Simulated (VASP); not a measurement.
# KMgF3 in VASP: further runs, part 2 of 2

VASP 6.6.1.

## Step 4: Single point, PBE (strain -0.080 along x and y, -0.040 along z)

The input, INCAR:

```
PREC = Accurate ; ENCUT = 520
EDIFF = 1E-6 ; ISMEAR = 0
SIGMA = 0.05 ; LREAL = False
LASPH = True ; NELM = 60
ALGO = Normal ; ISIF = 2
LWAVE = False ; LCHARG = True
GGA = PE ; LELF = True
LVHAR = True ; NBANDS = 24
```

The input, KPOINTS:

```
regular mesh
0
Gamma
  6 6 6
```

The input, POSCAR:

```
KMgF3
1.0
    3.6670280000      0.0000000000      0.0000000000
    0.0000000000      3.6670280000      0.0000000000
    0.0000000000      0.0000000000      3.8264640000
K Mg F
1 1 3
Direct
    0.5000000000      0.5000000000      0.5000000000
    0.0000000000      0.0000000000      0.0000000000
    0.5000000000      0.0000000000      0.0000000000
    0.0000000000      0.5000000000      0.0000000000
    0.0000000000      0.0000000000      0.5000000000
```

Potentials or basis: VASP PAW PBE potentials, release 64 (K_sv, Mg, F).

Launch:

```
$ cat potpaw_PBE.64/K_sv/POTCAR potpaw_PBE.64/Mg/POTCAR potpaw_PBE.64/F/POTCAR > POTCAR
$ mpirun -np 1 vasp_std > vasp.out
```

OUTCAR:

```text
PREC = Accurate
   ENCUT = 520
   EDIFF = 1E-6
   ISMEAR = 0
   LREAL = False
   LASPH = True
   NELM = 60
   ISIF = 2
   GGA = PE

 ion  position               nearest neighbor table
   1  0.500  0.500  0.500-   5 2.59   5 2.59   5 2.59   5 2.59   4 2.65   3 2.65   4 2.65   3 2.65
                             4 2.65   3 2.65   4 2.65   3 2.65   2 3.22   2 3.22   2 3.22   2 3.22
   2  0.000  0.000  0.000-   3 1.83   4 1.83   4 1.83   3 1.83   5 1.91   5 1.91   1 3.22   1 3.22
                             1 3.22   1 3.22   1 3.22   1 3.22   1 3.22   1 3.22
   3  0.500  0.000  0.000-   2 1.83   2 1.83   1 2.65   1 2.65   1 2.65   1 2.65
   4  0.000  0.500  0.000-   2 1.83   2 1.83   1 2.65   1 2.65   1 2.65   1 2.65
   5  0.000  0.000  0.500-   2 1.91   2 1.91   1 2.59   1 2.59   1 2.59   1 2.59

  LATTYP: Found a simple tetragonal cell.
 ALAT       =     3.6670280000
 C/A-ratio  =     1.0434782609

  Lattice vectors:

 A1 = (   3.6670280000,   0.0000000000,   0.0000000000)
 A2 = (   0.0000000000,   3.6670280000,   0.0000000000)
 A3 = (   0.0000000000,   0.0000000000,   3.8264640000)

Analysis of symmetry for initial positions (statically):
=====================================================================
 Subroutine PRICEL returns:
 Original cell was already a primitive cell.

 Routine SETGRP: Setting up the symmetry group for a
 simple tetragonal supercell.

 Subroutine GETGRP returns: Found 16 space group operations
 (whereof 16 operations were pure point group operations)
 out of a pool of 16 trial point group operations.

The static configuration has the point symmetry D_4h.

Analysis of symmetry for dynamics (positions and initial velocities):
=====================================================================
 Subroutine PRICEL returns:
 Original cell was already a primitive cell.

 Routine SETGRP: Setting up the symmetry group for a
 simple tetragonal supercell.

 Subroutine GETGRP returns: Found 16 space group operations
 (whereof 16 operations were pure point group operations)
 out of a pool of 16 trial point group operations.

The dynamic configuration has the point symmetry D_4h.

 Subroutine INISYM returns: Found 16 space group operations
 (whereof 16 operations are pure point group operations),
 and found     1 'primitive' translations

----------------------------------------------------------------------------------------

                                     Primitive cell

  volume of cell :      51.4548

  direct lattice vectors                    reciprocal lattice vectors
     3.667028000  0.000000000  0.000000000     0.272700399  0.000000000  0.000000000
     0.000000000  3.667028000  0.000000000     0.000000000  0.272700399  0.000000000
     0.000000000  0.000000000  3.826464000     0.000000000  0.000000000  0.261337883

  length of vectors
     3.667028000  3.667028000  3.826464000     0.272700399  0.272700399  0.261337883

  position of ions in fractional coordinates (direct lattice)
     0.500000000  0.500000000  0.500000000
     0.000000000  0.000000000  0.000000000
     0.500000000  0.000000000  0.000000000
     0.000000000  0.500000000  0.000000000
     0.000000000  0.000000000  0.500000000

  ion indices of the primitive-cell ions
   primitive index   ion index
                 1           1
                 2           2
                 3           3
                 4           4
                 5           5
[... 32 lines left out ...]
  0.500000  0.000000  0.000000      2.000000
  0.166667  0.166667  0.000000      4.000000
  0.333333  0.166667  0.000000      8.000000
[... 16 lines left out ...]
  0.333333  0.000000  0.333333      8.000000
  0.500000  0.000000  0.333333      4.000000
 [... further k-points ...]
   k-points           NKPTS =     40   k-points in BZ     NKDIM =     40   number of bands    NBANDS=     24
   number of dos      NEDOS =    301   number of ions     NIONS =      5
   total plane-waves  NPLWV =  21952
   dimension x,y,z NGX =    28 NGY =   28 NGZ =   28
   dimension x,y,z NGXF=    56 NGYF=   56 NGZF=   56
   ions per type =               1   1   3
   NGX,Y,Z   is equivalent  to a cutoff of  12.69, 12.69, 12.16 a.u.
   NGXF,Y,Z  is equivalent  to a cutoff of  25.39, 25.39, 24.33 a.u.
 SYSTEM =  unknown system
   PREC   = accura    normal or accurate (medium, high low for compatibility)
   ISTART =      0    job   : 0-new  1-cont  2-samecut
   ICHARG =      2    charge: 1-file 2-atom 10-const
   ISPIN  =      1    spin polarized calculation?
   LNONCOLLINEAR =      F non collinear calculations
   LSORBIT =      F    spin-orbit coupling
   LASPH  =      T    aspherical Exc in radial PAW
   ENCUT  =  520.0 eV  38.22 Ry    6.18 a.u.   6.82  6.82  7.11*2*pi/ulx,y,z
   NELM   =     60;   NELMIN=  2; NELMDL= -5     # of ELM steps
   EDIFF  = 0.1E-05   stopping-criterion for ELM
   LREAL  =      F    real-space projection
   EDIFFG = 0.1E-04   stopping-criterion for IOM
   NSW    =      0    number of steps for IOM
   IBRION =     -1    ionic relax: 0-MD 1-quasi-New 2-CG
   NFREE  =      0    steps in history (QN), initial steepest desc. (CG)
   ISIF   =      2    stress and relaxation
   ISYM   =      2    0-nonsym 1-usesym 2-fastsym
   POTIM  = 0.5000    time-step for ionic-motion
   TEBEG  =    0.0;   TEEND  =   0.0 temperature during run
   PSTRESS=    0.0 pullay stress
   NELECT =      32.0000    total number of electrons
   NUPDOWN=      -1.0000    fix difference up-down
   EMIN   =  10.00;   EMAX   =-10.00  energy-range for DOS
   EFERMI =   0.00;   METHOD = LEGACY
   ISMEAR =     0;   SIGMA  =   0.05  broadening in eV -4-tet -1-fermi 0-gaus
   EFERMI_NEDOS =   21; number of points for ismear=-14 and -15
   IALGO  =     38    algorithm
   IMIX   =      4    mixing-type and parameters
     AMIX     =   0.40;   BMIX     =  1.00
     AMIX_MAG =   1.60;   BMIX_MAG =  1.00
  volume/ion in A,a.u.               =      10.29        69.45
  Fermi-wavevector in a.u.,A,eV,Ry     =   1.397385  2.640675 26.567897  1.952685
  Thomas-Fermi vector in A             =   2.520647
   LORBIT       =      0    0 simple, 1 ext, 2 COOP (PROOUT), +10 PAW based schemes
   GGA     = PE    functional components
   LHFCALC =     F    Hartree Fock is set to
   AEXX    =    0.0000 exact exchange contribution
   IVDW    =     0    specifies the selected vdW correction
   LEPSILON=     F    determine dielectric tensor
   LRPA    =     F    only Hartree local field effects (RPA)
 non-spin polarized calculation
 Gauss-broadening in eV      SIGMA  =   0.05
  energy-cutoff  :      520.00
  volume of cell :       51.45
 maximum number of plane-waves:      1404
 NGX is ok and might be reduce to    28
   NGX = 13   NGY = 13   NGZ = 15

 number of electron      31.9999996 magnetization

 Free energy of the ion-electron system (eV)
  ---------------------------------------------------
  ext. energy  EPLUGINS =         0.00000000
  ---------------------------------------------------
  free energy    TOTEN  =       -23.26430059 eV

  energy without entropy =      -23.26430059  energy(sigma->0) =      -23.26430059

 E-fermi :  -0.0610     XC(G=0): -10.7619

 val. band max:       -0.3335790719   @ k =   0.5000   0.5000   0.5000
 cond. band min:       8.6907788110   @ k =   0.0000   0.0000   0.0000
 fundamental gap:      9.0243578830
 Fermi energy:        -0.0610450663

 k-point     1 :       0.0000    0.0000    0.0000
  band No.  band energies     occupation
      1     -25.7360      2.00000
      2     -21.1268      2.00000
      3     -20.2096      2.00000
      4     -20.1157      2.00000
      5      -9.3046      2.00000
      6      -9.2228      2.00000
[... 637 lines left out ...]
     23      15.5703      0.00000
     24      16.4925      0.00000

 [... further k-points ...]

------------------------ aborting loop because EDIFF is reached ----------------------------------------

  FORCE on cell =-STRESS in cart. coord.  units (eV):
  Direction    XX          YY          ZZ          XY          YZ          ZX
  --------------------------------------------------------------------------------------
  -------------------------------------------------------------------------------------
  Total       10.9336379     10.9336379      7.7174677      0.0000000      0.0000000      0.0000000
  in kB      340.4467432    340.4467432    240.3030698      0.0000000      0.0000000      0.0000000
  external PRESSURE =     307.0655187 kB  Pullay stress =       0.0000000 kB

 VOLUME and BASIS-vectors are now :
 -----------------------------------------------------------------------------
  energy-cutoff  :      520.00
  volume of cell :       51.45
      direct lattice vectors                 reciprocal lattice vectors
     3.667028000  0.000000000  0.000000000     0.272700399  0.000000000  0.000000000
     0.000000000  3.667028000  0.000000000     0.000000000  0.272700399  0.000000000
     0.000000000  0.000000000  3.826464000     0.000000000  0.000000000  0.261337883

 POSITION                                       TOTAL-FORCE (eV/Angst)
 -----------------------------------------------------------------------------------
      1.83351      1.83351      1.91323         0.000000      0.000000      0.000000
      0.00000      0.00000      0.00000         0.000000      0.000000      0.000000
      1.83351      0.00000      0.00000         0.000000      0.000000      0.000000
      0.00000      1.83351      0.00000         0.000000      0.000000      0.000000
      0.00000      0.00000      1.91323         0.000000      0.000000      0.000000
 -----------------------------------------------------------------------------------
    total drift:                                0.000000      0.000000     -0.000000

  FREE ENERGIE OF THE ION-ELECTRON SYSTEM (eV)
  ---------------------------------------------------
  free  energy   TOTEN  =       -23.2643005868 eV

  energy  without entropy=      -23.2643005868  energy(sigma->0) =      -23.26430059
```

stdout:

```text
POSCAR found type information on POSCAR K MgF
 POSCAR found :  3 types and       5 ions
 scaLAPACK will be used
 LDA part: xc-table for (Slater+PW92), standard interpolation
 POSCAR, INCAR and KPOINTS ok, starting setup
 FFT: planning ... GRIDC
 FFT: planning ... GRID_SOFT
 FFT: planning ... GRID
 WAVECAR not read
 entering main loop
```

It took 49 s on 1 thread of Intel Xeon Platinum 8259CL at 2.50GHz (Skylake/Cascade Lake), shared host; peak memory 0.18 GiB.

Results:

```yaml
Free_energy: -23.2643 eV
Pressure: 30.7 GPa
Band_gap_on_the_k_mesh: 9.02 eV (least direct gap 9.38 eV)
```

Caveat: the cell differs from its parent crystal (strain -0.080 along x and y, -0.040 along z); the cell stands under pressure. A k mesh can miss the band edges.

## Step 5: Single point, PBE (strain -0.040 along x and y, -0.080 along z)

The input, INCAR:

```
SYSTEM = KMgF3
  PREC = Accurate
  ENCUT = 520
  EDIFF = 1E-7
  ISMEAR = 0
  SIGMA = 0.05
  LREAL = .False.
  LASPH = .True.
  NELM = 80
  ALGO = Normal
  ISIF = 2
  LWAVE = .False.
  LCHARG = .True.
  GGA = PE
  LELF = .True.
  LVHAR = .True.
  NBANDS = 24
```

The input, KPOINTS:

```
Automatic mesh
0
Gamma
  6 6 6
  0 0 0
```

Edit POSCAR of step 4 so:

```diff
@@ -2,5 +2,5 @@
 1.0
-    3.6670280000      0.0000000000      0.0000000000
-    0.0000000000      3.6670280000      0.0000000000
-    0.0000000000      0.0000000000      3.8264640000
+    3.8264640000      0.0000000000      0.0000000000
+    0.0000000000      3.8264640000      0.0000000000
+    0.0000000000      0.0000000000      3.6670280000
 K Mg F
```

Launch:

```
$ cat potpaw_PBE.64/K_sv/POTCAR potpaw_PBE.64/Mg/POTCAR potpaw_PBE.64/F/POTCAR > POTCAR
$ mpirun -np 1 vasp_std > vasp.out
```

Run time: 54 s. Hardware: 1 thread of Intel Xeon Platinum 8259CL at 2.50GHz (Skylake/Cascade Lake), shared host; peak memory 0.18 GiB.

The run converged. Its results:

```
Free energy            : -23.6422 eV
Pressure               : 23.2 GPa
Band gap on the k mesh : 8.66 eV (least direct gap 8.98 eV)
```

Stress tensor (GPa, compression positive):
```
20.17  0.00  0.00
 0.00 20.17  0.00
 0.00  0.00 29.40
```

Levels at points of the mesh, in eV from the valence-band top:
| k point | band 12 | band 13 | band 14 | band 15 | band 16 | band 17 | band 18 | band 19 | band 20 | band 21 |
| --- | --- | --- | --- | --- | --- | --- | --- | --- | --- | --- |
| (0.00, 0.00, 0.00) | -0.85 | -0.76 | -0.33 | -0.33 | -0.32 | 8.66 | 10.13 | 10.38 | 12.37 | 12.73 |
| (0.50, 0.00, 0.00) | -1.17 | -1.01 | -0.98 | -0.65 | -0.62 | 11.09 | 11.42 | 12.21 | 13.38 | 13.40 |
| (0.50, 0.50, 0.00) | -1.28 | -1.26 | -1.20 | -1.20 | -0.11 | 11.79 | 12.26 | 13.76 | 13.76 | 14.20 |
| (0.00, 0.00, 0.50) | -1.24 | -1.24 | -1.18 | -0.67 | -0.67 | 11.27 | 11.79 | 12.30 | 13.22 | 13.60 |
| (0.50, 0.00, 0.50) | -1.37 | -1.32 | -0.98 | -0.97 | -0.03 | 11.84 | 12.57 | 13.41 | 13.49 | 14.33 |
| (0.50, 0.50, 0.50) | -1.34 | -1.24 | -0.07 | 0.00 | 0.00 | 11.04 | 11.07 | 11.07 | 14.64 | 14.77 |

Caveat: the cell differs from its parent crystal (strain -0.040 along x and y, -0.080 along z); the cell stands under pressure.

## Step 6: Overview

| cell | gap on the mesh (eV) | pressure (GPa) |
| --- | --- | --- |
| a = 4.145 Å, 5 atoms | 6.47 | -4.2 |
| a = 4.305 Å, 5 atoms | 5.76 | -8.4 |
| a = 3.667, b = 3.667, c = 3.826 Å, 5 atoms | 9.02 | 30.7 |
| a = 3.826, b = 3.826, c = 3.667 Å, 5 atoms | 8.66 | 23.2 |

Alike in all rows: task single point; level PBE; potentials or basis VASP PAW PBE potentials, release 64 (K_sv, Mg, F); no spin polarisation; k mesh 6 × 6 × 6; cutoff (eV) 520; smearing gaussian 0.05 eV.

Caveats: the cell stands under tension (at least some runs); the cell stands under pressure (at least some runs).

Total energies depend on the potentials used, so only differences within one code and one set of settings carry meaning.
